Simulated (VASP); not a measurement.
# ZnO (P6_3mc) in VASP: single point with PBE

Aim: the single point of ZnO with PBE.

Everything below comes from runs of VASP 6.6.1. Logs are shortened: lines on timing, memory, paths and dates and some standing lists are left out, and cuts for length are marked.

## Step 1: The cell of the first run

Symmetry: P6_3mc, No. 186, hexagonal system. Conventional cell: a = 3.280 Å, b = 3.280 Å, c = 4.923 Å, α = 90.00°, β = 90.00°, γ = 120.00°. Zn (site symmetry 3m) has 4 O at 1.82 to 2.00 Å within 2.4 Å. O (site symmetry 3m) has 4 Zn at 1.82 to 2.00 Å within 2.4 Å.

## Step 2: Single point, PBE (atoms displaced along a vibrational mode, the cell strained)

Contents of INCAR:

```
SYSTEM = ZnO
PREC = Accurate ; ENCUT = 520
EDIFF = 1E-6 ; ISMEAR = 0
SIGMA = 0.05 ; LREAL = .FALSE.
LASPH = .TRUE. ; NELM = 100
ALGO = Normal ; ISIF = 2
LWAVE = .FALSE. ; LCHARG = .FALSE.
GGA = PE ; NBANDS = 26
```

Contents of KPOINTS:

```
Automatic mesh
0
G
  9 9 6
  0 0 0
```

Contents of POSCAR:

```
ZnO
1.0
    3.2797238684      0.0000000000      0.0000000000
   -1.6398619342      2.8403241874      0.0000000000
    0.0000000000      0.0000000000      4.9232150836
Zn O
2 2
Direct
    0.3333333333      0.6666666667      0.0035016513
    0.6666666667      0.3333333333      0.5035016513
    0.3333333333      0.6666666667      0.3723634336
    0.6666666667      0.3333333333      0.8723634336
```

Potentials or basis: VASP PAW PBE potentials, release 64 (Zn, O).

The run is started by

```console
cat potpaw_PBE.64/Zn/POTCAR potpaw_PBE.64/O/POTCAR > POTCAR
mpirun -np 1 vasp_std > vasp.out
```

OUTCAR:

```text
SYSTEM = ZnO
   PREC = Accurate
   ENCUT = 520
   EDIFF = 1E-6
   ISMEAR = 0
   LREAL = .FALSE.
   LASPH = .TRUE.
   NELM = 100
   ISIF = 2
   GGA = PE

 ion  position               nearest neighbor table
   1  0.333  0.667  0.004-   3 1.82   4 2.00   4 2.00   4 2.00
   2  0.667  0.333  0.504-   4 1.82   3 2.00   3 2.00   3 2.00
   3  0.333  0.667  0.372-   1 1.82   2 2.00   2 2.00   2 2.00
   4  0.667  0.333  0.872-   2 1.82   1 2.00   1 2.00   1 2.00

  LATTYP: Found a hexagonal cell.
 ALAT       =     3.2797238684
 C/A-ratio  =     1.5011065813

  Lattice vectors:

 A1 = (   3.2797238684,   0.0000000000,   0.0000000000)
 A2 = (  -1.6398619342,   2.8403241874,   0.0000000000)
 A3 = (   0.0000000000,   0.0000000000,   4.9232150836)

Analysis of symmetry for initial positions (statically):
=====================================================================
 Subroutine PRICEL returns:
 Original cell was already a primitive cell.

 Routine SETGRP: Setting up the symmetry group for a
 hexagonal supercell.

 Subroutine GETGRP returns: Found 12 space group operations
 (whereof  6 operations were pure point group operations)
 out of a pool of 24 trial point group operations.

The static configuration has the point symmetry C_3v.
 The point group associated with its full space group is C_6v.

Analysis of symmetry for dynamics (positions and initial velocities):
=====================================================================
 Subroutine PRICEL returns:
 Original cell was already a primitive cell.

 Routine SETGRP: Setting up the symmetry group for a
 hexagonal supercell.

 Subroutine GETGRP returns: Found 12 space group operations
 (whereof  6 operations were pure point group operations)
 out of a pool of 24 trial point group operations.

The dynamic configuration has the point symmetry C_3v.
 The point group associated with its full space group is C_6v.

 Subroutine INISYM returns: Found 12 space group operations
 (whereof  6 operations are pure point group operations),
 and found     1 'primitive' translations

----------------------------------------------------------------------------------------

                                     Primitive cell

  volume of cell :      45.8621

  direct lattice vectors                    reciprocal lattice vectors
     3.279723868  0.000000000  0.000000000     0.304903718  0.176036243  0.000000000
    -1.639861934  2.840324187  0.000000000     0.000000000  0.352072487  0.000000000
     0.000000000  0.000000000  4.923215084     0.000000000  0.000000000  0.203119300

  length of vectors
     3.279723868  3.279723868  4.923215084     0.352072487  0.352072487  0.203119300

  position of ions in fractional coordinates (direct lattice)
     0.333333333  0.666666667  0.003501651
     0.666666667  0.333333333  0.503501651
     0.333333333  0.666666667  0.372363434
     0.666666667  0.333333333  0.872363434

  ion indices of the primitive-cell ions
   primitive index   ion index
                 1           1
                 2           2
                 3           3
                 4           4

----------------------------------------------------------------------------------------

 KPOINTS: Automatic mesh

Automatic generation of k-mesh.
 Grid dimensions read from file:
 generate k-points for:    9    9    6

 Generating k-lattice:

  Cartesian coordinates                     Fractional coordinates (reciprocal lattice)
     0.033878191  0.019559583  0.000000000     0.111111111  0.000000000  0.000000000
     0.000000000  0.039119165  0.000000000     0.000000000  0.111111111  0.000000000
     0.000000000  0.000000000  0.033853217     0.000000000  0.000000000  0.166666667

  Length of vectors
     0.039119165  0.039119165  0.033853217

  Shift w.r.t. Gamma in fractional coordinates (k-lattice)
     0.000000000  0.000000000  0.000000000

 Subroutine IBZKPT returns following result:
 ===========================================

 Found     48 irreducible k-points:

 Following reciprocal coordinates:
            Coordinates               Weight
  0.000000  0.000000  0.000000      1.000000
  0.111111 -0.000000  0.000000      6.000000
  0.222222 -0.000000  0.000000      6.000000
  0.333333 -0.000000  0.000000      6.000000
  0.444444 -0.000000  0.000000      6.000000
  0.111111  0.111111  0.000000      6.000000
[... 16 lines left out ...]
  0.333333  0.222222  0.166667     24.000000
  0.333333  0.333333  0.166667      4.000000
 [... further k-points ...]
   k-points           NKPTS =     48   k-points in BZ     NKDIM =     48   number of bands    NBANDS=     26
   number of dos      NEDOS =    301   number of ions     NIONS =      4
   total plane-waves  NPLWV =  23040
   dimension x,y,z NGX =    24 NGY =   24 NGZ =   40
   dimension x,y,z NGXF=    48 NGYF=   48 NGZF=   80
   ions per type =               2   2
   NGX,Y,Z   is equivalent  to a cutoff of  12.17, 12.17, 13.51 a.u.
   NGXF,Y,Z  is equivalent  to a cutoff of  24.33, 24.33, 27.01 a.u.
 SYSTEM =  ZnO
   PREC   = accura    normal or accurate (medium, high low for compatibility)
   ISTART =      0    job   : 0-new  1-cont  2-samecut
   ICHARG =      2    charge: 1-file 2-atom 10-const
   ISPIN  =      1    spin polarized calculation?
   LNONCOLLINEAR =      F non collinear calculations
   LSORBIT =      F    spin-orbit coupling
   LASPH  =      T    aspherical Exc in radial PAW
   ENCUT  =  520.0 eV  38.22 Ry    6.18 a.u.   6.10  6.10  9.15*2*pi/ulx,y,z
   NELM   =    100;   NELMIN=  2; NELMDL= -5     # of ELM steps
   EDIFF  = 0.1E-05   stopping-criterion for ELM
   LREAL  =      F    real-space projection
[... 7 lines left out ...]
   TEBEG  =    0.0;   TEEND  =   0.0 temperature during run
   PSTRESS=    0.0 pullay stress
   NELECT =      36.0000    total number of electrons
   NUPDOWN=      -1.0000    fix difference up-down
   EMIN   =  10.00;   EMAX   =-10.00  energy-range for DOS
   EFERMI =   0.00;   METHOD = LEGACY
   ISMEAR =     0;   SIGMA  =   0.05  broadening in eV -4-tet -1-fermi 0-gaus
   EFERMI_NEDOS =   21; number of points for ismear=-14 and -15
   IALGO  =     38    algorithm
   IMIX   =      4    mixing-type and parameters
     AMIX     =   0.40;   BMIX     =  1.00
     AMIX_MAG =   1.60;   BMIX_MAG =  1.00
  volume/ion in A,a.u.               =      11.47        77.37
  Fermi-wavevector in a.u.,A,eV,Ry     =   1.510165  2.853798 31.029414  2.280598
  Thomas-Fermi vector in A             =   2.620391
   LORBIT       =      0    0 simple, 1 ext, 2 COOP (PROOUT), +10 PAW based schemes
   GGA     = PE    functional components
   LHFCALC =     F    Hartree Fock is set to
   AEXX    =    0.0000 exact exchange contribution
   IVDW    =     0    specifies the selected vdW correction
   LEPSILON=     F    determine dielectric tensor
   LRPA    =     F    only Hartree local field effects (RPA)
 non-spin polarized calculation
 Gauss-broadening in eV      SIGMA  =   0.05
  energy-cutoff  :      520.00
  volume of cell :       45.86
 maximum number of plane-waves:      1248
   NGX = 13   NGY = 13   NGZ = 19

 number of electron      36.0000030 magnetization

 Free energy of the ion-electron system (eV)
  ---------------------------------------------------
  ext. energy  EPLUGINS =         0.00000000
  ---------------------------------------------------
  free energy    TOTEN  =       -17.43795616 eV

  energy without entropy =      -17.43795616  energy(sigma->0) =      -17.43795616

 E-fermi :   1.8069     XC(G=0): -11.1012

 val. band max:        1.6043334445   @ k =   0.0000   0.0000   0.0000
 cond. band min:       2.4266145238   @ k =   0.0000   0.0000   0.0000
 fundamental gap:      0.8222810793
 Fermi energy:         1.8068830458

 k-point     1 :       0.0000    0.0000    0.0000
  band No.  band energies     occupation
      1     -16.9026      2.00000
      2     -16.0012      2.00000
      3      -4.4455      2.00000
      4      -4.3069      2.00000
      5      -4.2922      2.00000
      6      -4.2922      2.00000
[... 18 lines left out ...]
     25      15.5381      0.00000
     26      17.4290      0.00000

 k-point     2 :       0.1111   -0.0000    0.0000
  band No.  band energies     occupation
      1     -16.8362      2.00000
      2     -15.9815      2.00000
      3      -4.4544      2.00000
      4      -4.3273      2.00000
      5      -4.2648      2.00000
      6      -4.2289      2.00000
[... 18 lines left out ...]
     25      15.6751      0.00000
     26      17.1664      0.00000

 k-point     3 :       0.2222   -0.0000    0.0000
  band No.  band energies     occupation
      1     -16.6569      2.00000
      2     -15.9371      2.00000
      3      -4.5742      2.00000
      4      -4.2828      2.00000
      5      -4.2062      2.00000
      6      -4.1577      2.00000
[... 18 lines left out ...]
     25      15.5111      0.00000
     26      15.6585      0.00000

 k-point     4 :       0.3333   -0.0000    0.0000
  band No.  band energies     occupation
      1     -16.4252      2.00000
      2     -15.9067      2.00000
      3      -4.6711      2.00000
      4      -4.2655      2.00000
      5      -4.1620      2.00000
      6      -4.0703      2.00000
[... 18 lines left out ...]
     25      14.7292      0.00000
     26      15.4703      0.00000
[... 496 lines left out ...]
      1     -16.2796      2.00000
      2     -15.9288      2.00000
      3      -4.5775      2.00000
      4      -4.4697      2.00000
      5      -4.1074      2.00000
      6      -4.0987      2.00000
[... 18 lines left out ...]
     25      13.8499      0.00000
     26      16.8277      0.00000

 k-point    23 :       0.3333    0.2222    0.1667
  band No.  band energies     occupation
      1     -16.1227      2.00000
      2     -15.9491      2.00000
      3      -4.5240      2.00000
      4      -4.3586      2.00000
      5      -4.1951      2.00000
      6      -3.9232      2.00000
[... 18 lines left out ...]
     25      14.5206      0.00000
     26      15.9403      0.00000

 k-point    24 :       0.3333    0.3333    0.1667
  band No.  band energies     occupation
      1     -16.0125      2.00000
      2     -16.0125      2.00000
      3      -4.4257      2.00000
      4      -4.2884      2.00000
      5      -4.2884      2.00000
      6      -3.6215      2.00000
[... 18 lines left out ...]
     25      15.1635      0.00000
     26      16.2111      0.00000

 [... further k-points ...]
[... 5 lines left out ...]
  --------------------------------------------------------------------------------------
  -------------------------------------------------------------------------------------
  Total        1.3242182      1.3242182     10.3245224      0.0000000      0.0000000     -0.0000000
  in kB       46.2611193     46.2611193    360.6837275      0.0000000      0.0000000     -0.0000000
  external PRESSURE =     151.0686554 kB  Pullay stress =       0.0000000 kB

 VOLUME and BASIS-vectors are now :
 -----------------------------------------------------------------------------
  energy-cutoff  :      520.00
  volume of cell :       45.86
      direct lattice vectors                 reciprocal lattice vectors
     3.279723868  0.000000000  0.000000000     0.304903718  0.176036243  0.000000000
    -1.639861934  2.840324187  0.000000000     0.000000000  0.352072487  0.000000000
     0.000000000  0.000000000  4.923215084     0.000000000  0.000000000  0.203119300

 POSITION                                       TOTAL-FORCE (eV/Angst)
 -----------------------------------------------------------------------------------
     -0.00000      1.89355      0.01724        -0.000000     -0.000000     -1.835179
      1.63986      0.94677      2.47885         0.000000     -0.000000     -1.835179
     -0.00000      1.89355      1.83323        -0.000000      0.000000      1.835179
      1.63986      0.94677      4.29483         0.000000     -0.000000      1.835179
 -----------------------------------------------------------------------------------
    total drift:                               -0.000000      0.000000     -0.005336

  FREE ENERGIE OF THE ION-ELECTRON SYSTEM (eV)
  ---------------------------------------------------
  free  energy   TOTEN  =       -17.4379561586 eV

  energy  without entropy=      -17.4379561586  energy(sigma->0) =      -17.43795616
```

Wall time 62 s (1 thread of Intel Xeon 8259CL, shared host); peak memory 0.19 GiB.

What came out:

```
Free energy            : -17.4380 eV
Pressure               : 15.1 GPa
Largest force          : 1.835 eV/Å
Band gap on the k mesh : 0.82 eV
```

Forces in eV/Å, atoms in the order of the input:
```
Zn   0.000  0.000 -1.835
Zn   0.000  0.000 -1.835
O    0.000  0.000  1.835
O    0.000  0.000  1.835
```

Stress tensor (GPa, compression positive):
```
 4.63  0.00  0.00
 0.00  4.63  0.00
 0.00  0.00 36.07
```

Caveat: the cell differs from its parent crystal (atoms displaced along a vibrational mode, the cell strained); the stress differs along the axes, from 5 to 36 GPa; forces of over 1 eV/Å act on the atoms, so gaps and moduli don't describe the material at rest.
